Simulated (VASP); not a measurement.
# BeS (F-43m) in VASP: notebook, part 2 of 2

VASP 6.6.1. Earlier steps stand in the parts before.

**4. Single point, r2SCAN (volume scaled by 0.97)**

POSCAR

```
BeS
1.0
    0.0000000000      2.4096592000      2.4096592000
    2.4096592000      0.0000000000      2.4096592000
    2.4096592000      2.4096592000      0.0000000000
Be S
1 1
Direct
    0.0000000000      0.0000000000      0.0000000000
    0.2500000000      0.2500000000      0.2500000000
```

INCAR.step1

```
SYSTEM = BeS
  PREC = Accurate
  ENCUT = 520
  ISMEAR = 0
  SIGMA = 0.02
  LREAL = .FALSE.
  LASPH = .TRUE.
  NELM = 60
  NBANDS = 11
  GGA = PE
  ALGO = Normal
  EDIFF = 1E-4
  LWAVE = .TRUE.
  LCHARG = .FALSE.
```

INCAR.step2

```
SYSTEM = BeS
  PREC = Accurate
  ENCUT = 520
  EDIFF = 1E-7
  ISMEAR = 0
  SIGMA = 0.02
  LREAL = .FALSE.
  LASPH = .TRUE.
  NELM = 60
  ALGO = Normal
  ISIF = 2
  LWAVE = .FALSE.
  LCHARG = .FALSE.
  METAGGA = R2SCAN
  LMIXTAU = .TRUE.
  NBANDS = 11
  ISTART = 1
```

KPOINTS

```
regular mesh
0
G
  8 8 8
  0 0 0
```

Potentials or basis: VASP PAW PBE potentials, release 64 (Be, S).

Command:

```bash
$ cat potpaw_PBE.64/Be/POTCAR potpaw_PBE.64/S/POTCAR > POTCAR
$ cp INCAR.step1 INCAR
$ mpirun -np 1 vasp_std > vasp.out
$ cp INCAR.step2 INCAR
$ mpirun -np 1 vasp_std > vasp.out
```

OUTCAR:

```text
SYSTEM = BeS
   PREC = Accurate
   ENCUT = 520
   EDIFF = 1E-7
   ISMEAR = 0
   LREAL = .FALSE.
   LASPH = .TRUE.
   NELM = 60
   ISIF = 2
   METAGGA = R2SCAN
   ISTART = 1

 ion  position               nearest neighbor table
   1  0.000  0.000  0.000-   2 2.09   2 2.09   2 2.09   2 2.09
   2  0.250  0.250  0.250-   1 2.09   1 2.09   1 2.09   1 2.09

  LATTYP: Found a face centered cubic cell.
 ALAT       =     4.8193184000

  Lattice vectors:

 A1 = (   0.0000000000,   2.4096592000,   2.4096592000)
 A2 = (   2.4096592000,   0.0000000000,   2.4096592000)
 A3 = (   2.4096592000,   2.4096592000,   0.0000000000)

Analysis of symmetry for initial positions (statically):
=====================================================================
 Subroutine PRICEL returns:
 Original cell was already a primitive cell.

 Routine SETGRP: Setting up the symmetry group for a
 face centered cubic supercell.

 Subroutine GETGRP returns: Found 24 space group operations
 (whereof 24 operations were pure point group operations)
 out of a pool of 48 trial point group operations.

[... 172 lines left out ...]
      1     -10.2633      2.00000
      2       4.1682      2.00000
      3       4.1682      2.00000
      4       4.1682      2.00000
      5      10.4128      0.00000
      6      10.4128      0.00000
      7      10.4128      0.00000
      8      11.0300      0.00000
      9      17.6276      0.00000
     10      17.6276      0.00000
     11      20.2357      0.00000
[... 309 lines left out ...]
 k-point    24 :      -0.3750    0.2500    0.1250
  band No.  band energies     occupation
      1      -8.2322      2.00000
      2      -1.3577      2.00000
      3       1.2562      2.00000
      4       2.2391      2.00000
      5      10.7955      0.00000
      6      11.4295      0.00000
      7      14.1328      0.00000
      8      15.5086      0.00000
      9      16.5900      0.00000
     10      20.5505      0.00000
     11      21.3614      0.00000

 [... further k-points ...]

------------------------ aborting loop because EDIFF is reached ----------------------------------------

  FORCE on cell =-STRESS in cart. coord.  units (eV):
  Direction    XX          YY          ZZ          XY          YZ          ZX
  --------------------------------------------------------------------------------------
  -------------------------------------------------------------------------------------
  Total        0.6011303      0.6011303      0.6011303     -0.0000000      0.0000000     -0.0000000
  in kB       34.4177369     34.4177369     34.4177369     -0.0000000      0.0000000     -0.0000000
  external PRESSURE =      34.4177369 kB  Pullay stress =       0.0000000 kB

 VOLUME and BASIS-vectors are now :
 -----------------------------------------------------------------------------
  energy-cutoff  :      520.00
  volume of cell :       27.98
      direct lattice vectors                 reciprocal lattice vectors
     0.000000000  2.409659200  2.409659200    -0.207498222  0.207498222  0.207498222
     2.409659200  0.000000000  2.409659200     0.207498222 -0.207498222  0.207498222
     2.409659200  2.409659200  0.000000000     0.207498222  0.207498222 -0.207498222

 POSITION                                       TOTAL-FORCE (eV/Angst)
 -----------------------------------------------------------------------------------
      0.00000      0.00000      0.00000        -0.000000      0.000000     -0.000000
      1.20483      1.20483      1.20483         0.000000     -0.000000      0.000000
 -----------------------------------------------------------------------------------
    total drift:                                0.000000      0.000000      0.000000

  FREE ENERGIE OF THE ION-ELECTRON SYSTEM (eV)
  ---------------------------------------------------
  free  energy   TOTEN  =       -14.7764503446 eV

  energy  without entropy=      -14.7764503446  energy(sigma->0) =      -14.77645034
```

OSZICAR.step1:

```text
N       E                     dE             d eps       ncg     rms          rms(c)
DAV:   1     0.206577272989E+02    0.20658E+02   -0.40832E+03   646   0.634E+02
DAV:   2    -0.906496398591E+01   -0.29723E+02   -0.28940E+02   824   0.120E+02
DAV:   3    -0.101809775865E+02   -0.11160E+01   -0.11138E+01   802   0.227E+01
DAV:   4    -0.101878534342E+02   -0.68758E-02   -0.68737E-02   795   0.209E+00
DAV:   5    -0.101879106612E+02   -0.57227E-04   -0.57226E-04   817   0.182E-01    0.582E+00
DAV:   6    -0.100455526020E+02    0.14236E+00   -0.11453E-01   745   0.166E+00    0.396E+00
DAV:   7    -0.100011314199E+02    0.44421E-01   -0.12633E-01   818   0.188E+00    0.978E-01
DAV:   8    -0.100022698486E+02   -0.11384E-02   -0.66072E-03   811   0.426E-01    0.152E-01
DAV:   9    -0.100023604559E+02   -0.90607E-04   -0.49690E-04   802   0.142E-01
   1 F= -.10002360E+02 E0= -.10002360E+02  d E =-.101209E-19
```

Wall time 67 s (1 thread of Intel Xeon Platinum 8259CL at 2.50GHz (Skylake/Cascade Lake), shared host); peak memory 0.16 GiB.

Results:

- Free energy: -14.7765 eV
- Pressure: 3.4 GPa
- Band gap on the k mesh: 3.53 eV, indirect (least direct gap 6.24 eV)

Caveat: the cell differs from its parent crystal (volume scaled by 0.97); the PAW data sets were made with another functional, which shifts forces and pressure a little. A k mesh can miss the band edges.

**5. Single point, r2SCAN**

This run uses another cell than the first one, of 14.42 Å³/atom, 1.011 times its volume.

POSCAR

```
BeS
1.0
    0.0000000000      2.4342492576      2.4342492576
    2.4342492576      0.0000000000      2.4342492576
    2.4342492576      2.4342492576      0.0000000000
Be S
1 1
Direct
    0.0000000000      0.0000000000      0.0000000000
    0.2500000000      0.2500000000      0.2500000000
```

INCAR.step1

```
PREC = Accurate
ENCUT = 520
ISMEAR = 0
SIGMA = 0.02
LREAL = False
LASPH = True
NELM = 100
NBANDS = 11
GGA = PE
ALGO = Normal
EDIFF = 1E-4
LWAVE = True
LCHARG = False
```

INCAR.step2

```
PREC = Accurate
ENCUT = 520
EDIFF = 1E-6
ISMEAR = 0
SIGMA = 0.02
LREAL = False
LASPH = True
NELM = 100
ALGO = Normal
ISIF = 2
LWAVE = False
LCHARG = False
METAGGA = R2SCAN
LMIXTAU = True
NBANDS = 11
ISTART = 1
```

KPOINTS

```
Automatic mesh
0
Gamma
  8 8 8
```

Command:

```bash
$ cat potpaw_PBE.64/Be/POTCAR potpaw_PBE.64/S/POTCAR > POTCAR
$ cp INCAR.step1 INCAR
$ mpirun -np 1 vasp_std > vasp.out
$ cp INCAR.step2 INCAR
$ mpirun -np 1 vasp_std > vasp.out
```

It took 60 s on 1 thread of Intel Xeon Platinum 8259CL at 2.50GHz (Skylake/Cascade Lake), shared host; peak memory 0.15 GiB.

Results (log left out):

```yaml
Free_energy: -14.7865 eV
Pressure: 0.3 GPa
Band_gap_on_the_k_mesh: 3.60 eV, indirect (least direct gap 6.26 eV)
```

Levels at points of the mesh, in eV from the valence-band top:
```
           k point  band 2  band 3  band 4  band 5  band 6  band 7
(0.00, 0.00, 0.00)    0.00    0.00    0.00    6.26    6.26    6.26
(0.50, 0.00, 0.00)   -5.88   -1.04   -1.04    6.06    7.14    7.14
(0.50, 0.50, 0.00)   -5.13   -2.67   -2.67    3.60    5.39   13.77
```

Caveat: the PAW data sets were made with another functional, which shifts forces and pressure a little.

**6. Single point, r2SCAN (volume scaled by 1.03)**

POSCAR

```
BeS
1.0
    0.0000000000      2.4583523029      2.4583523029
    2.4583523029      0.0000000000      2.4583523029
    2.4583523029      2.4583523029      0.0000000000
Be S
1 1
Direct
    0.0000000000      0.0000000000      0.0000000000
    0.2500000000      0.2500000000      0.2500000000
```

INCAR.step1

```
  PREC = Accurate
  ENCUT = 520
  ISMEAR = 0
  SIGMA = 0.02
  LREAL = False
  LASPH = True
  NELM = 100
  NBANDS = 11
  GGA = PE
  ALGO = Normal
  EDIFF = 1E-4
  LWAVE = True
  LCHARG = False
```

INCAR.step2

```
  PREC = Accurate
  ENCUT = 520
  EDIFF = 1E-7
  ISMEAR = 0
  SIGMA = 0.02
  LREAL = False
  LASPH = True
  NELM = 100
  ALGO = Normal
  ISIF = 2
  LWAVE = False
  LCHARG = False
  METAGGA = R2SCAN
  LMIXTAU = True
  NBANDS = 11
  ISTART = 1
```

KPOINTS

```
regular mesh
0
Gamma
  8 8 8
```

Potentials or basis: VASP PAW PBE potentials, release 64 (Be, S).

Command:

```bash
$ cat potpaw_PBE.64/Be/POTCAR potpaw_PBE.64/S/POTCAR > POTCAR
$ cp INCAR.step1 INCAR
$ mpirun -np 1 vasp_std > vasp.out
$ cp INCAR.step2 INCAR
$ mpirun -np 1 vasp_std > vasp.out
```

OUTCAR:

```text
PREC = Accurate
   ENCUT = 520
   EDIFF = 1E-7
   ISMEAR = 0
   LREAL = False
   LASPH = True
   NELM = 100
   ISIF = 2
   METAGGA = R2SCAN
   ISTART = 1

 ion  position               nearest neighbor table
   1  0.000  0.000  0.000-   2 2.13   2 2.13   2 2.13   2 2.13
   2  0.250  0.250  0.250-   1 2.13   1 2.13   1 2.13   1 2.13

  LATTYP: Found a face centered cubic cell.
 ALAT       =     4.9167046058

  Lattice vectors:

 A1 = (   0.0000000000,   2.4583523029,   2.4583523029)
[... 523 lines left out ...]
------------------------ aborting loop because EDIFF is reached ----------------------------------------

  FORCE on cell =-STRESS in cart. coord.  units (eV):
  Direction    XX          YY          ZZ          XY          YZ          ZX
  --------------------------------------------------------------------------------------
  -------------------------------------------------------------------------------------
  Total       -0.4591900     -0.4591900     -0.4591900      0.0000000      0.0000000      0.0000000
  in kB      -24.7594281    -24.7594281    -24.7594281      0.0000000      0.0000000      0.0000000
  external PRESSURE =     -24.7594281 kB  Pullay stress =       0.0000000 kB

 VOLUME and BASIS-vectors are now :
 -----------------------------------------------------------------------------
  energy-cutoff  :      520.00
  volume of cell :       29.71
      direct lattice vectors                 reciprocal lattice vectors
     0.000000000  2.458352303  2.458352303    -0.203388261  0.203388261  0.203388261
     2.458352303  0.000000000  2.458352303     0.203388261 -0.203388261  0.203388261
     2.458352303  2.458352303  0.000000000     0.203388261  0.203388261 -0.203388261

 POSITION                                       TOTAL-FORCE (eV/Angst)
 -----------------------------------------------------------------------------------
      0.00000      0.00000      0.00000        -0.000000     -0.000000     -0.000000
      1.22918      1.22918      1.22918         0.000000      0.000000      0.000000
 -----------------------------------------------------------------------------------
    total drift:                                0.000000      0.000000      0.000000

  FREE ENERGIE OF THE ION-ELECTRON SYSTEM (eV)
  ---------------------------------------------------
  free  energy   TOTEN  =       -14.7806448324 eV

  energy  without entropy=      -14.7806448324  energy(sigma->0) =      -14.78064483
```

OSZICAR.step1:

```text
N       E                     dE             d eps       ncg     rms          rms(c)
DAV:   1     0.207369330800E+02    0.20737E+02   -0.37801E+03   638   0.609E+02
DAV:   2    -0.896636707363E+01   -0.29703E+02   -0.28718E+02   830   0.120E+02
DAV:   3    -0.101561590334E+02   -0.11898E+01   -0.11881E+01   832   0.233E+01
DAV:   4    -0.101633213877E+02   -0.71624E-02   -0.71605E-02   758   0.214E+00
DAV:   5    -0.101633835516E+02   -0.62164E-04   -0.62163E-04   863   0.194E-01    0.535E+00
DAV:   6    -0.100407897694E+02    0.12259E+00   -0.12419E-01   707   0.162E+00    0.366E+00
DAV:   7    -0.100069590760E+02    0.33831E-01   -0.10318E-01   789   0.166E+00    0.104E+00
DAV:   8    -0.100082902111E+02   -0.13311E-02   -0.65937E-03   830   0.404E-01    0.128E-01
DAV:   9    -0.100083815974E+02   -0.91386E-04   -0.50820E-04   780   0.142E-01
   1 F= -.10008382E+02 E0= -.10008382E+02  d E =-.276741E-22
```

Wall time 76 s (1 thread of Intel Xeon Platinum 8259CL at 2.50GHz (Skylake/Cascade Lake), shared host); peak memory 0.15 GiB.

What came out:

```yaml
Free_energy: -14.7806 eV
Pressure: -2.5 GPa
Band_gap_on_the_k_mesh: 3.66 eV, indirect (least direct gap 6.23 eV)
```

Caveat: the cell differs from its parent crystal (volume scaled by 1.03); the PAW data sets were made with another functional, which shifts forces and pressure a little. A k mesh can miss the band edges.

**7. Summary**

| cell | k mesh | smearing | gap on the mesh (eV) | pressure (GPa) |
| --- | --- | --- | --- | --- |
| a = 3.429 Å, angles 60.0°, 2 atoms | 6 × 6 × 6 | gaussian 0.1 eV | 3.57 | 1.5 |
| a = 3.372 Å, angles 60.0°, 2 atoms | 8 × 8 × 8 | gaussian 0.02 eV | 3.45 | 7.1 |
| a = 3.408 Å, angles 60.0°, 2 atoms | 8 × 8 × 8 | gaussian 0.02 eV | 3.53 | 3.4 |
| a = 3.443 Å, angles 60.0°, 2 atoms | 8 × 8 × 8 | gaussian 0.02 eV | 3.60 | 0.3 |
| a = 3.477 Å, angles 60.0°, 2 atoms | 8 × 8 × 8 | gaussian 0.02 eV | 3.66 | -2.5 |

Alike in all rows: task single point; level r2SCAN; potentials or basis VASP PAW PBE potentials, release 64 (Be, S); no spin polarisation; cutoff (eV) 520.

Caveats: the PAW data sets were made with another functional, which shifts forces and pressure a little.

Absolute energies hang on the potentials; compare differences alone.
